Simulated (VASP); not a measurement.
# CdPtC4N4 (P4/mmm) in VASP: a series of runs

Runs on CdPtC4N4. Level: PBE. Tasks: single point.

Program: VASP 6.6.1. These are calculated values, not measurements. Logs are shortened: lines on timing, memory, paths and dates and some standing lists are left out, and cuts for length are marked.

## Step 1: The cell of the first run

It takes space group P4/mmm (No. 123, tetragonal). Conventional cell: a = 7.332 Å, b = 7.332 Å, c = 3.674 Å, α = 90.00°, β = 90.00°, γ = 90.00°. Within 2.8 Å of Cd (site symmetry 4/mmm) lie 4 N at 2.10 Å. Within 2.5 Å of Pt (site symmetry 4/mmm) lie 4 C at 1.92 Å. C (site symmetry m2m) has 1 N at 1.17 Å within 1.6 Å. Within 1.6 Å of N (site symmetry m2m) lie 1 C at 1.17 Å.

## Step 2: Single point, PBE

INCAR reads:

```
SYSTEM = CdPtC4N4
ALGO = Normal
EDIFF = 1E-6
ENCUT = 520
GGA = PE
ISIF = 2
ISMEAR = 0
LASPH = .True.
LCHARG = .True.
LELF = .True.
LREAL = .False.
LVHAR = .True.
LWAVE = .False.
NBANDS = 40
NELM = 80
PREC = Accurate
SIGMA = 0.1
```

KPOINTS reads:

```
k-points
0
Gamma
  4 4 6
  0 0 0
```

POSCAR reads:

```
CdPtC4N4
1.0
    7.3319902100      0.0000000000      0.0000000000
    0.0000000000      7.3319902100      0.0000000000
    0.0000000000      0.0000000000      3.6736983700
Cd Pt C N
1 1 4 4
Direct
    0.5000000000      0.5000000000      0.0000000000
    0.0000000000      0.0000000000      0.0000000000
    0.1848780000      0.8151220000      0.0000000000
    0.8151220000      0.1848780000      0.0000000000
    0.1848780000      0.1848780000      0.0000000000
    0.8151220000      0.8151220000      0.0000000000
    0.2977143400      0.7022856600      0.0000000000
    0.7022856600      0.2977143400      0.0000000000
    0.2977143400      0.2977143400      0.0000000000
    0.7022856600      0.7022856600      0.0000000000
```

Potentials or basis: VASP PAW PBE potentials, release 64 (Cd, Pt, C, N).

The run is started by

```bash
cat potpaw_PBE.64/Cd/POTCAR potpaw_PBE.64/Pt/POTCAR potpaw_PBE.64/C/POTCAR potpaw_PBE.64/N/POTCAR > POTCAR
mpirun -np 1 vasp_std > vasp.out
```

OUTCAR:

```text
SYSTEM = CdPtC4N4
   EDIFF = 1E-6
   ENCUT = 520
   GGA = PE
   ISIF = 2
   ISMEAR = 0
   LASPH = .True.
   LREAL = .False.
   NELM = 80
   PREC = Accurate

 ion  position               nearest neighbor table
   1  0.500  0.500  0.000-   7 2.10   8 2.10   9 2.10  10 2.10
   2  0.000  0.000  0.000-   3 1.92   4 1.92   5 1.92   6 1.92
   3  0.185  0.815  0.000-   7 1.17   2 1.92
   4  0.815  0.185  0.000-   8 1.17   2 1.92
   5  0.185  0.185  0.000-   9 1.17   2 1.92
   6  0.815  0.815  0.000-  10 1.17   2 1.92
   7  0.298  0.702  0.000-   3 1.17   1 2.10
   8  0.702  0.298  0.000-   4 1.17   1 2.10
   9  0.298  0.298  0.000-   5 1.17   1 2.10
  10  0.702  0.702  0.000-   6 1.17   1 2.10

  LATTYP: Found a simple tetragonal cell.
 ALAT       =     7.3319902100
 C/A-ratio  =     0.5010506377

  Lattice vectors:

 A1 = (   7.3319902100,   0.0000000000,   0.0000000000)
 A2 = (   0.0000000000,   7.3319902100,   0.0000000000)
 A3 = (   0.0000000000,   0.0000000000,   3.6736983700)

Analysis of symmetry for initial positions (statically):
=====================================================================
 Subroutine PRICEL returns:
 Original cell was already a primitive cell.

 Routine SETGRP: Setting up the symmetry group for a
 simple tetragonal supercell.

 Subroutine GETGRP returns: Found 16 space group operations
 (whereof 16 operations were pure point group operations)
 out of a pool of 16 trial point group operations.

The static configuration has the point symmetry D_4h.

Analysis of symmetry for dynamics (positions and initial velocities):
=====================================================================
 Subroutine PRICEL returns:
 Original cell was already a primitive cell.

 Routine SETGRP: Setting up the symmetry group for a
 simple tetragonal supercell.

 Subroutine GETGRP returns: Found 16 space group operations
 (whereof 16 operations were pure point group operations)
 out of a pool of 16 trial point group operations.

The dynamic configuration has the point symmetry D_4h.

 Subroutine INISYM returns: Found 16 space group operations
 (whereof 16 operations are pure point group operations),
 and found     1 'primitive' translations

----------------------------------------------------------------------------------------

                                     Primitive cell

  volume of cell :     197.4910

  direct lattice vectors                    reciprocal lattice vectors
     7.331990210  0.000000000  0.000000000     0.136388616  0.000000000  0.000000000
     0.000000000  7.331990210  0.000000000     0.000000000  0.136388616  0.000000000
     0.000000000  0.000000000  3.673698370     0.000000000  0.000000000  0.272205255

  length of vectors
     7.331990210  7.331990210  3.673698370     0.136388616  0.136388616  0.272205255

  position of ions in fractional coordinates (direct lattice)
     0.500000000  0.500000000  0.000000000
     0.000000000  0.000000000  0.000000000
     0.184878000  0.815122000  0.000000000
     0.815122000  0.184878000  0.000000000
     0.184878000  0.184878000  0.000000000
     0.815122000  0.815122000  0.000000000
     0.297714340  0.702285660  0.000000000
     0.702285660  0.297714340  0.000000000
     0.297714340  0.297714340  0.000000000
     0.702285660  0.702285660  0.000000000

  ion indices of the primitive-cell ions
   primitive index   ion index
                 1           1
                 2           2
                 3           3
                 4           4
                 5           5
                 6           6
                 7           7
                 8           8
                 9           9
                10          10

----------------------------------------------------------------------------------------

 KPOINTS: k-points

Automatic generation of k-mesh.
 Grid dimensions read from file:
 generate k-points for:    4    4    6

 Generating k-lattice:

  Cartesian coordinates                     Fractional coordinates (reciprocal lattice)
     0.034097154  0.000000000  0.000000000     0.250000000  0.000000000  0.000000000
     0.000000000  0.034097154  0.000000000     0.000000000  0.250000000  0.000000000
     0.000000000  0.000000000  0.045367542     0.000000000  0.000000000  0.166666667

  Length of vectors
     0.034097154  0.034097154  0.045367542

  Shift w.r.t. Gamma in fractional coordinates (k-lattice)
     0.000000000  0.000000000  0.000000000

 Subroutine IBZKPT returns following result:
 ===========================================

 Found     24 irreducible k-points:

 Following reciprocal coordinates:
            Coordinates               Weight
  0.000000  0.000000  0.000000      1.000000
  0.250000  0.000000  0.000000      4.000000
  0.500000  0.000000  0.000000      2.000000
  0.250000  0.250000  0.000000      4.000000
  0.500000  0.250000  0.000000      4.000000
  0.500000  0.500000  0.000000      1.000000
[... 16 lines left out ...]
[... 50 lines left out ...]
   LRPA    =     F    only Hartree local field effects (RPA)
 non-spin polarized calculation
 Gauss-broadening in eV      SIGMA  =   0.10
  energy-cutoff  :      520.00
  volume of cell :      197.49
 maximum number of plane-waves:      5365
 NGX is ok and might be reduce to    56
   NGX = 27   NGY = 27   NGZ = 13

 number of electron      58.0000017 magnetization

 Free energy of the ion-electron system (eV)
  ---------------------------------------------------
  ext. energy  EPLUGINS =         0.00000000
  ---------------------------------------------------
  free energy    TOTEN  =       -73.81942735 eV

  energy without entropy =      -73.81942735  energy(sigma->0) =      -73.81942735

 E-fermi :  -0.7784     XC(G=0):  -7.5372

 val. band max:       -1.2088164648   @ k =   0.5000   0.5000   0.5000
 cond. band min:       0.2001531614   @ k =   0.0000   0.0000   0.5000
 fundamental gap:      1.4089696262
 Fermi energy:        -0.7784052581

 k-point     1 :       0.0000    0.0000    0.0000
  band No.  band energies     occupation
      1     -18.1643      2.00000
      2     -17.9791      2.00000
      3     -17.9791      2.00000
      4     -17.9451      2.00000
      5     -10.5122      2.00000
      6     -10.0884      2.00000
[... 32 lines left out ...]
     39       5.6813      0.00000
     40       6.2558      0.00000

 k-point     2 :       0.2500    0.0000    0.0000
  band No.  band energies     occupation
      1     -18.1393      2.00000
      2     -18.0062      2.00000
      3     -17.9742      2.00000
      4     -17.9499      2.00000
      5     -10.3726      2.00000
      6     -10.0078      2.00000
[... 32 lines left out ...]
     39       5.7132      0.00000
     40       5.8918      0.00000

 k-point     3 :       0.5000    0.0000    0.0000
  band No.  band energies     occupation
      1     -18.0909      2.00000
      2     -18.0571      2.00000
      3     -17.9652      2.00000
      4     -17.9589      2.00000
      5     -10.1255      2.00000
      6      -9.8756      2.00000
[... 32 lines left out ...]
     39       5.5507      0.00000
     40       5.7430      0.00000

 k-point     4 :       0.2500    0.2500    0.0000
  band No.  band energies     occupation
      1     -18.1191      2.00000
      2     -18.0160      2.00000
      3     -17.9799      2.00000
      4     -17.9563      2.00000
      5     -10.3954      2.00000
      6      -9.8047      2.00000
[... 32 lines left out ...]
     39       5.6174      0.00000
     40       5.6852      0.00000
[... 772 lines left out ...]
     39       5.7807      0.00000
     40       6.5782      0.00000

 k-point    23 :       0.5000    0.2500    0.5000
  band No.  band energies     occupation
      1     -18.0158      2.00000
      2     -17.9844      2.00000
      3     -17.9123      2.00000
      4     -17.9083      2.00000
      5     -10.2637      2.00000
      6      -9.8388      2.00000
[... 32 lines left out ...]
     39       5.7777      0.00000
     40       6.7634      0.00000

 k-point    24 :       0.5000    0.5000    0.5000
  band No.  band energies     occupation
      1     -18.0058      2.00000
      2     -17.9780      2.00000
      3     -17.9187      2.00000
      4     -17.9187      2.00000
      5     -10.3897      2.00000
      6      -9.9442      2.00000
[... 32 lines left out ...]
     39       5.6826      0.00000
     40       7.0042      0.00000

------------------------ aborting loop because EDIFF is reached ----------------------------------------

  FORCE on cell =-STRESS in cart. coord.  units (eV):
  Direction    XX          YY          ZZ          XY          YZ          ZX
  --------------------------------------------------------------------------------------
  -------------------------------------------------------------------------------------
  Total       13.1902761     13.1902761      1.3015623      0.0000000      0.0000000     -0.0000000
  in kB      107.0082400    107.0082400     10.5591341      0.0000000      0.0000000     -0.0000000
  external PRESSURE =      74.8585380 kB  Pullay stress =       0.0000000 kB

 VOLUME and BASIS-vectors are now :
 -----------------------------------------------------------------------------
  energy-cutoff  :      520.00
  volume of cell :      197.49
      direct lattice vectors                 reciprocal lattice vectors
     7.331990210  0.000000000  0.000000000     0.136388616  0.000000000  0.000000000
     0.000000000  7.331990210  0.000000000     0.000000000  0.136388616  0.000000000
     0.000000000  0.000000000  3.673698370     0.000000000  0.000000000  0.272205255

 POSITION                                       TOTAL-FORCE (eV/Angst)
 -----------------------------------------------------------------------------------
      3.66600      3.66600      0.00000         0.000000     -0.000000     -0.000000
      0.00000      0.00000      0.00000         0.000000     -0.000000     -0.000000
      1.35552      5.97647      0.00000         1.111839     -1.111839     -0.000000
      5.97647      1.35552      0.00000        -1.111839      1.111839      0.000000
      1.35552      1.35552      0.00000         1.111839      1.111839     -0.000000
      5.97647      5.97647      0.00000        -1.111839     -1.111839     -0.000000
      2.18284      5.14915      0.00000        -1.146254      1.146254      0.000000
      5.14915      2.18284      0.00000         1.146254     -1.146254     -0.000000
      2.18284      2.18284      0.00000        -1.146254     -1.146254      0.000000
      5.14915      5.14915      0.00000         1.146254      1.146254     -0.000000
 -----------------------------------------------------------------------------------
    total drift:                               -0.000000     -0.000000      0.000000

  FREE ENERGIE OF THE ION-ELECTRON SYSTEM (eV)
  ---------------------------------------------------
  free  energy   TOTEN  =       -73.8194273545 eV

  energy  without entropy=      -73.8194273545  energy(sigma->0) =      -73.81942735
```

It took 2.8 min on 1 thread of Intel Xeon Platinum 8488C (Sapphire Rapids), shared host; peak memory 0.39 GiB.

Results:

- Free energy: -73.8194 eV
- Pressure: 7.5 GPa
- Largest force: 1.621 eV/Å
- Band gap on the k mesh: 1.41 eV (least direct gap 1.51 eV)

Forces on the atoms (eV/Å):
```
Cd   0.000  0.000  0.000
Pt   0.000  0.000  0.000
C    1.112 -1.112  0.000
C   -1.112  1.112  0.000
C    1.112  1.112  0.000
C   -1.112 -1.112  0.000
N   -1.146  1.146  0.000
N    1.146 -1.146  0.000
N   -1.146 -1.146  0.000
N    1.146  1.146  0.000
```

Levels at points of the mesh, in eV from the valence-band top:
```tsv
k point	band 27	band 28	band 29	band 30	band 31	band 32
(0.00, 0.00, 0.00)	-1.44	-1.03	-1.03	4.16	4.73	5.12
(0.50, 0.00, 0.00)	-1.23	-1.05	-0.92	4.71	4.77	5.04
(0.50, 0.50, 0.00)	-1.15	-1.03	-1.03	4.28	4.74	5.10
(0.00, 0.00, 0.50)	-1.44	-1.38	-0.10	1.41	4.69	5.34
(0.50, 0.00, 0.50)	-1.40	-0.83	-0.08	2.43	3.16	5.11
(0.50, 0.50, 0.50)	-1.34	-1.10	0.00	2.50	2.73	5.31
```

Caveat: the stress differs along the axes, from 1 to 11 GPa; spin-orbit coupling is left out, which moves the levels of the heavy elements; forces of over 1 eV/Å act on the atoms, so gaps and moduli don't describe the material at rest.

## Step 3: Single point, PBE

This run uses another cell than the first one, of 23.75 Å³/atom.

INCAR reads:

```
SYSTEM = CdPtC4N4
  PREC = Accurate
  ENCUT = 520
  EDIFF = 1E-6
  ISMEAR = 0
  SIGMA = 0.1
  LREAL = .False.
  LASPH = .True.
  NELM = 100
  ALGO = Normal
  ISIF = 2
  LWAVE = .False.
  LCHARG = .False.
  GGA = PE
  NBANDS = 40
```

KPOINTS reads:

```
Automatic mesh
0
Gamma
  4 4 6
  0 0 0
```

POSCAR reads:

```
CdPtC4N4
1.0
    7.5980657848      0.0000000000      0.0000000000
    0.0000000000      7.5980657848      0.0000000000
    0.0000000000      0.0000000000      4.1146748138
Cd Pt C N
1 1 4 4
Direct
    0.5000000000      0.5000000000      0.0000000000
    0.0000000000      0.0000000000      0.0000000000
    0.1843906049      0.8156093951      0.0000000000
    0.8156093951      0.1843906049      0.0000000000
    0.1843906049      0.1843906049      0.0000000000
    0.8156093951      0.8156093951      0.0000000000
    0.2928956316      0.7071043684      0.0000000000
    0.7071043684      0.2928956316      0.0000000000
    0.2928956316      0.2928956316      0.0000000000
    0.7071043684      0.7071043684      0.0000000000
```

Potentials or basis: VASP PAW PBE potentials, release 64 (Cd, Pt, C, N).

The run is started by

```bash
cat potpaw_PBE.64/Cd/POTCAR potpaw_PBE.64/Pt/POTCAR potpaw_PBE.64/C/POTCAR potpaw_PBE.64/N/POTCAR > POTCAR
mpirun -np 1 vasp_std > vasp.out
```

Wall time 3.5 min (1 thread of Intel Xeon Platinum 8488C (Sapphire Rapids), shared host); peak memory 0.47 GiB.

It converged, with:

```
Free energy            : -74.4990 eV
Pressure               : 0.4 GPa
Largest force          : 0.437 eV/Å
Band gap on the k mesh : 2.23 eV (least direct gap 2.28 eV)
```

Forces in eV/Å, atoms in the order of the input:
```
Cd   0.000  0.000  0.000
Pt   0.000  0.000  0.000
C   -0.309  0.309  0.000
C    0.309 -0.309  0.000
C   -0.309 -0.309  0.000
C    0.309  0.309  0.000
N    0.245 -0.245  0.000
N   -0.245  0.245  0.000
N    0.245  0.245  0.000
N   -0.245 -0.245  0.000
```

Stress tensor (GPa, compression positive):
```
0.47 0.00 0.00
0.00 0.47 0.00
0.00 0.00 0.28
```

Levels at points of the mesh, in eV from the valence-band top:
```csv
k point,band 26,band 27,band 28,band 29,band 30,band 31,band 32,band 33
"(0.00, 0.00, 0.00)",-1.30,-1.04,-0.81,-0.81,3.89,4.18,5.46,5.46
"(0.50, 0.00, 0.00)",-1.16,-1.02,-0.93,-0.81,4.00,4.70,5.28,5.32
"(0.50, 0.50, 0.00)",-0.99,-0.93,-0.81,-0.81,3.57,4.75,5.38,5.44
"(0.00, 0.00, 0.50)",-1.26,-0.98,-0.98,-0.05,2.23,4.71,5.56,5.61
"(0.50, 0.00, 0.50)",-1.19,-1.13,-0.96,-0.03,3.12,3.45,5.33,5.62
"(0.50, 0.50, 0.50)",-0.98,-0.98,-0.92,0.00,3.19,3.19,4.77,5.57
```

Caveat: spin-orbit coupling is left out, which moves the levels of the heavy elements. A k mesh can miss the band edges.

## Step 4: Single point, PBE

This run uses another cell than the first one, of 30.17 Å³/atom.

INCAR reads:

```
SYSTEM = CdPtC4N4
PREC = Accurate ; ENCUT = 520
EDIFF = 1E-6 ; ISMEAR = 0
SIGMA = 0.02 ; LREAL = .FALSE.
LASPH = .TRUE. ; NELM = 60
ALGO = Normal ; ISIF = 2
LWAVE = .FALSE. ; LCHARG = .TRUE.
GGA = PE ; LELF = .TRUE.
LVHAR = .TRUE. ; NBANDS = 40
```

KPOINTS reads:

```
regular mesh
0
G
  4 4 6
  0 0 0
```

POSCAR reads:

```
CdPtC4N4
1.0
    7.5973135893      0.0000000000      0.0000000000
    0.0000000000      7.5973135893      0.0000000000
    0.0000000000      0.0000000000      5.2270786960
Cd Pt C N
1 1 4 4
Direct
    0.5000000000      0.5000000000      0.0000000000
    0.0000000000      0.0000000000      0.0000000000
    0.1842368830      0.8157631170      0.0000000000
    0.8157631170      0.1842368830      0.0000000000
    0.1842368830      0.1842368830      0.0000000000
    0.8157631170      0.8157631170      0.0000000000
    0.2927602552      0.7072397448      0.0000000000
    0.7072397448      0.2927602552      0.0000000000
    0.2927602552      0.2927602552      0.0000000000
    0.7072397448      0.7072397448      0.0000000000
```

The run is started by

```bash
cat potpaw_PBE.64/Cd/POTCAR potpaw_PBE.64/Pt/POTCAR potpaw_PBE.64/C/POTCAR potpaw_PBE.64/N/POTCAR > POTCAR
mpirun -np 1 vasp_std > vasp.out
```

It took 4.1 min on 1 thread of Intel Xeon Platinum 8488C (Sapphire Rapids), shared host; peak memory 0.55 GiB.

Results (log left out):

| Item | Value |
| --- | --- |
| Free energy | -74.5575 eV |
| Pressure | 0.3 GPa |
| Largest force | 0.415 eV/Å |
| Band gap on the k mesh | 3.23 eV (least direct gap 3.27 eV) |

Forces on the atoms (eV/Å):
```
Cd   0.000  0.000  0.000
Pt   0.000  0.000  0.000
C   -0.294  0.294  0.000
C    0.294 -0.294  0.000
C   -0.294 -0.294  0.000
C    0.294  0.294  0.000
N    0.235 -0.235  0.000
N   -0.235  0.235  0.000
N    0.235  0.235  0.000
N   -0.235 -0.235  0.000
```

Stress tensor (GPa, compression positive):
```
 0.52  0.00  0.00
 0.00  0.52  0.00
 0.00  0.00 -0.01
```

Levels at points of the mesh, in eV from the valence-band top:
```tsv
k point	band 25	band 26	band 27	band 28	band 29	band 30	band 31	band 32	band 33	band 34
(0.00, 0.00, 0.00)	-1.56	-0.87	-0.47	-0.47	-0.25	3.88	4.62	5.92	5.92	6.07
(0.50, 0.00, 0.00)	-0.93	-0.74	-0.62	-0.46	-0.24	4.51	4.74	5.53	5.73	5.83
(0.50, 0.50, 0.00)	-1.54	-0.52	-0.47	-0.47	-0.21	4.29	4.58	5.12	5.90	5.90
(0.00, 0.00, 0.50)	-1.56	-0.86	-0.50	-0.50	-0.05	3.23	5.28	5.43	5.97	5.97
(0.50, 0.00, 0.50)	-0.92	-0.73	-0.67	-0.48	-0.03	3.94	4.43	5.48	5.83	5.96
(0.50, 0.50, 0.50)	-1.54	-0.52	-0.50	-0.50	0.00	3.99	4.17	4.86	5.93	5.93
```

Caveat: spin-orbit coupling is left out, which moves the levels of the heavy elements. A k mesh can miss the band edges.

## Step 5: The runs side by side

```tsv
cell	smearing	gap on the mesh (eV)	pressure (GPa)	largest force (eV/Å)
a = 7.332, b = 7.332, c = 3.674 Å, 10 atoms, atomic positions A	gaussian 0.1 eV	1.41	7.5	1.62
a = 7.598, b = 7.598, c = 4.115 Å, 10 atoms, atomic positions B	gaussian 0.1 eV	2.23	0.4	0.44
a = 7.597, b = 7.597, c = 5.227 Å, 10 atoms, atomic positions C	gaussian 0.02 eV	3.23	0.3	0.42
```

Alike in all rows: task single point; level PBE; potentials or basis VASP PAW PBE potentials, release 64 (Cd, Pt, C, N); no spin polarisation; k mesh 4 × 4 × 6; cutoff (eV) 520.

Caveats: spin-orbit coupling is left out, which moves the levels of the heavy elements; the stress differs along the axes, from 1 to 11 GPa (at least some runs); forces of over 1 eV/Å act on the atoms, so gaps and moduli don't describe the material at rest (at least some runs).

Absolute energies hang on the potentials; compare differences alone.
